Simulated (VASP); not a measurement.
# MgO (I4/mmm) in VASP: further runs, part 2 of 2

VASP 6.6.1. Earlier steps stand in the parts before.

**4. Dielectric tensor, r2SCAN (uniaxial z strain +1.0%)**

File INCAR:

```
PREC     = Accurate       # precision mode
ENCUT    = 520            # plane-wave cutoff, eV
EDIFF    = 1E-8           # SCF threshold, eV
ISMEAR   = 0              # smearing method
SIGMA    = 0.01           # smearing width, eV
LREAL    = F              # projectors in reciprocal space
LASPH    = T              # aspherical terms in the spheres
NELM     = 60             # most SCF steps
ALGO     = Normal         # electronic algorithm
ISIF     = 2              # what is computed and relaxed
LWAVE    = F              # write WAVECAR
LCHARG   = F              # write CHGCAR
METAGGA  = R2SCAN         # meta-GGA
LMIXTAU  = T            
LCALCEPS = T
```

File KPOINTS:

```
regular mesh
0
Gamma
  8 8 8
```

File POSCAR:

```
MgO
1.0
    0.0000000000      2.1021674155      2.1231890896
    2.1021674155      0.0000000000      2.1231890896
    2.1021674155      2.1021674155      0.0000000000
Mg O
1 1
Direct
    0.0000000000      0.0000000000      0.0000000000
    0.5000000000      0.5000000000      0.5000000000
```

Potentials or basis: VASP PAW PBE potentials, release 64 (Mg, O).

Launch:

```console
$ cat potpaw_PBE.64/Mg/POTCAR potpaw_PBE.64/O/POTCAR > POTCAR
$ mpirun -np 1 vasp_std > vasp.out
```

OUTCAR:

```text
PREC = Accurate
   ENCUT = 520
   EDIFF = 1E-8
   ISMEAR = 0
   LREAL = F
   LASPH = T
   NELM = 60
   ISIF = 2
   METAGGA = R2SCAN

 ion  position               nearest neighbor table
   1  0.000  0.000  0.000-   2 2.10   2 2.10   2 2.10   2 2.10   2 2.12   2 2.12
   2  0.500  0.500  0.500-   1 2.10   1 2.10   1 2.10   1 2.10   1 2.12   1 2.12

  LATTYP: Found a body centered tetragonal cell.
 ALAT       =     2.9729136694
 C/A-ratio  =     1.4283556980

  Lattice vectors:

 A1 = (  -2.1021674155,   0.0000000000,   2.1231890896)
 A2 = (   2.1021674155,   0.0000000000,   2.1231890896)
 A3 = (   0.0000000000,   2.1021674155,  -2.1231890896)

Analysis of symmetry for initial positions (statically):
=====================================================================
 Subroutine PRICEL returns:
 Original cell was already a primitive cell.

 Routine SETGRP: Setting up the symmetry group for a
 body centered tetragonal supercell.

 Subroutine GETGRP returns: Found 16 space group operations
 (whereof 16 operations were pure point group operations)
 out of a pool of 16 trial point group operations.

The static configuration has the point symmetry D_4h.

Analysis of symmetry for dynamics (positions and initial velocities):
=====================================================================
 Subroutine PRICEL returns:
 Original cell was already a primitive cell.

 Routine SETGRP: Setting up the symmetry group for a
 body centered tetragonal supercell.

 Subroutine GETGRP returns: Found 16 space group operations
 (whereof 16 operations were pure point group operations)
 out of a pool of 16 trial point group operations.

The dynamic configuration has the point symmetry D_4h.

 Subroutine INISYM returns: Found 16 space group operations
 (whereof 16 operations are pure point group operations),
 and found     1 'primitive' translations

----------------------------------------------------------------------------------------

                                     Primitive cell

  volume of cell :      18.7652

  direct lattice vectors                    reciprocal lattice vectors
     0.000000000  2.102167415  2.123189090    -0.237849753  0.237849753  0.235494805
     2.102167415  0.000000000  2.123189090     0.237849753 -0.237849753  0.235494805
     2.102167415  2.102167415  0.000000000     0.237849753  0.237849753 -0.235494805

  length of vectors
     2.987815214  2.987815214  2.972913669     0.410612728  0.410612728  0.410612728

  position of ions in fractional coordinates (direct lattice)
     0.000000000  0.000000000  0.000000000
     0.500000000  0.500000000  0.500000000

  ion indices of the primitive-cell ions
   primitive index   ion index
                 1           1
                 2           2

----------------------------------------------------------------------------------------

 KPOINTS: regular mesh

Automatic generation of k-mesh.
 Grid dimensions read from file:
 generate k-points for:    8    8    8
[... 80 lines left out ...]
   EFERMI_NEDOS =   21; number of points for ismear=-14 and -15
   IALGO  =     38    algorithm
   IMIX   =      4    mixing-type and parameters
     AMIX     =   0.40;   BMIX     =  1.00
     AMIX_MAG =   1.60;   BMIX_MAG =  1.00
  volume/ion in A,a.u.               =       9.38        63.32
  Fermi-wavevector in a.u.,A,eV,Ry     =   1.232122  2.328373 20.655342  1.518125
  Thomas-Fermi vector in A             =   2.366905
   LORBIT       =      0    0 simple, 1 ext, 2 COOP (PROOUT), +10 PAW based schemes
   METAGGA = R2SCAN    functional components
   LHFCALC =     F    Hartree Fock is set to
   AEXX    =    0.0000 exact exchange contribution
   IVDW    =     0    specifies the selected vdW correction
   LEPSILON=     F    determine dielectric tensor
   LRPA    =     F    only Hartree local field effects (RPA)
   LRPA       =     F
 non-spin polarized calculation
 Gauss-broadening in eV      SIGMA  =   0.01
  energy-cutoff  :      520.00
  volume of cell :       18.77
 maximum number of plane-waves:       531
 NGX is ok and might be reduce to    24
   NGX = 11   NGY = 11   NGZ = 11

 Total electronic dipole moment: p[elc]=(    -0.00000    -0.00000    -0.00000 ) |e| Angst

 number of electron       8.0000005 magnetization

 Free energy of the ion-electron system (eV)
  ---------------------------------------------------
  ext. energy  EPLUGINS =         0.00000000
  ---------------------------------------------------
  free energy    TOTEN  =       -16.15834141 eV

  energy without entropy =      -16.15834141  energy(sigma->0) =      -16.15834141

 E-fermi :   2.8083     XC(G=0): -11.5720

 val. band max:        2.7575418714   @ k =   0.0000   0.0000   0.0000
 cond. band min:   10000.0000000000   @ k =   0.0000   0.0000   0.0000
 fundamental gap:   9997.2424581286
 Fermi energy:         2.8083292687

 k-point     1 :       0.0000    0.0000    0.0000
  band No.  band energies     occupation
      1     -15.4350      2.00000
      2       2.7358      2.00000
      3       2.7358      2.00000
      4       2.7575      2.00000
      5   10000.0000      0.00000
      6   10000.0000      0.00000
      7   10000.0000      0.00000
      8   10000.0000      0.00000
[... 243 lines left out ...]
 k-point    24 :       0.3750    0.0000    0.1250
  band No.  band energies     occupation
      1     -14.4601      2.00000
      2      -0.8299      2.00000
      3       1.8906      2.00000
      4       2.0302      2.00000
      5   10000.0000      0.00000
      6   10000.0000      0.00000
      7   10000.0000      0.00000
      8   10000.0000      0.00000

 [... further k-points ...]

------------------------ aborting loop because EDIFF is reached ----------------------------------------

            Ionic dipole moment: p[ion]=(   -12.61300   -12.61300   -12.73913 ) |e| Angst

 Total electronic dipole moment: p[elc]=(     0.00000     0.00000     0.00202 ) |e| Angst

 MACROSCOPIC STATIC DIELECTRIC TENSOR (including local field effects)
 ------------------------------------------------------
           2.930156    -0.000000     0.000000
           0.000000     2.930156     0.000000
          -0.000000     0.000000     2.952105
 ------------------------------------------------------

 PIEZOELECTRIC TENSOR (including local field effects) (e Angst)
          XX          YY          ZZ          XY          YZ          ZX
  --------------------------------------------------------------------------------
  x     0.00000     0.00000     0.00000     0.00000     0.00000     0.00000
  y     0.00000     0.00000     0.00000     0.00000     0.00000     0.00000
  z     0.00000     0.00000     0.00000     0.00000     0.00000     0.00000

 PIEZOELECTRIC TENSOR (including local field effects) (C/m^2)
          XX          YY          ZZ          XY          YZ          ZX
  --------------------------------------------------------------------------------
  x     0.00000     0.00000     0.00000     0.00000     0.00000     0.00000
  y     0.00000     0.00000     0.00000     0.00000     0.00000     0.00000
  z     0.00000     0.00000     0.00000     0.00000     0.00000     0.00000

 BORN EFFECTIVE CHARGES (including local field effects) (in |e|, cummulative output)
 ---------------------------------------------------------------------------------
 ion    1
    1     1.96198    -0.00000     0.00000
    2     0.00000     1.96198     0.00000
    3     0.00000     0.00000     1.97168
 ion    2
    1    -1.96198     0.00000    -0.00000
    2     0.00000    -1.96198    -0.00000
    3     0.00000     0.00000    -1.97168

  FORCE on cell =-STRESS in cart. coord.  units (eV):
  Direction    XX          YY          ZZ          XY          YZ          ZX
  --------------------------------------------------------------------------------------
  -------------------------------------------------------------------------------------
  Total       -0.2416601     -0.2416601     -0.4741468      0.0000000     -0.0000000      0.0000000
  in kB      -20.6329966    -20.6329966    -40.4827597      0.0000000     -0.0000000      0.0000000
  external PRESSURE =     -27.2495843 kB  Pullay stress =       0.0000000 kB

 VOLUME and BASIS-vectors are now :
 -----------------------------------------------------------------------------
  energy-cutoff  :      520.00
  volume of cell :       18.77
      direct lattice vectors                 reciprocal lattice vectors
     0.000000000  2.102167415  2.123189090    -0.237849753  0.237849753  0.235494805
     2.102167415  0.000000000  2.123189090     0.237849753 -0.237849753  0.235494805
     2.102167415  2.102167415  0.000000000     0.237849753  0.237849753 -0.235494805

 POSITION                                       TOTAL-FORCE (eV/Angst)
 -----------------------------------------------------------------------------------
      0.00000      0.00000      0.00000         0.000000      0.000000     -0.000000
      2.10217      2.10217      2.12319         0.000000     -0.000000      0.000000
 -----------------------------------------------------------------------------------
    total drift:                               -0.000000     -0.000000      0.000000

  FREE ENERGIE OF THE ION-ELECTRON SYSTEM (eV)
  ---------------------------------------------------
  free  energy   TOTEN  =       -16.1583414136 eV

  energy  without entropy=      -16.1583414136  energy(sigma->0) =      -16.15834141
```

It took 17 min on 1 thread of Intel Xeon Platinum 8259CL at 2.50GHz (Skylake/Cascade Lake), shared host; peak memory 0.3 GiB.

What came out:

```yaml
Band_gap_on_the_k_mesh: 5.54 eV
Electronic_dielectric_tensor_diagonal: 2.93, 2.93, 2.95
Born_charges_mean_of_the_diagonal: Mg +1.97; O -1.97 e
```

Electronic dielectric tensor:
```
2.93 0.00 0.00
0.00 2.93 0.00
0.00 0.00 2.95
```

Born effective charge tensors (e):
atom 1, Mg
```
1.96 0.00 0.00
0.00 1.96 0.00
0.00 0.00 1.97
```
atom 2, O
```
-1.96  0.00  0.00
 0.00 -1.96  0.00
 0.00  0.00 -1.97
```

Dipole moments of the cell (e·Å, modulo the quantum): ionic -12.613, -12.613, -12.739; electronic 0.000, 0.000, 0.002

Caveat: the cell differs from its parent crystal (uniaxial z strain +1.0%); the PAW data sets were made with another functional, which shifts forces and pressure a little.

**5. The runs side by side**

| cell | gap on the mesh (eV) |
| --- | --- |
| a = 2.943, b = 2.943, c = 2.973 Å, angles 59.7, 59.7, 60.7°, 2 atoms | 5.85 |
| a = 2.958, b = 2.958, c = 2.973 Å, angles 59.8, 59.8, 60.3°, 2 atoms | 5.75 |
| a = 2.988, b = 2.988, c = 2.973 Å, angles 60.2, 60.2, 59.7°, 2 atoms | 5.54 |

Alike in all rows: task dielectric tensor; level r2SCAN; potentials or basis VASP PAW PBE potentials, release 64 (Mg, O); no spin polarisation; k mesh 8 × 8 × 8; cutoff (eV) 520; smearing gaussian 0.01 eV.

Caveats: the PAW data sets were made with another functional, which shifts forces and pressure a little.

Total energies depend on the potentials used, so only differences within one code and one set of settings carry meaning.
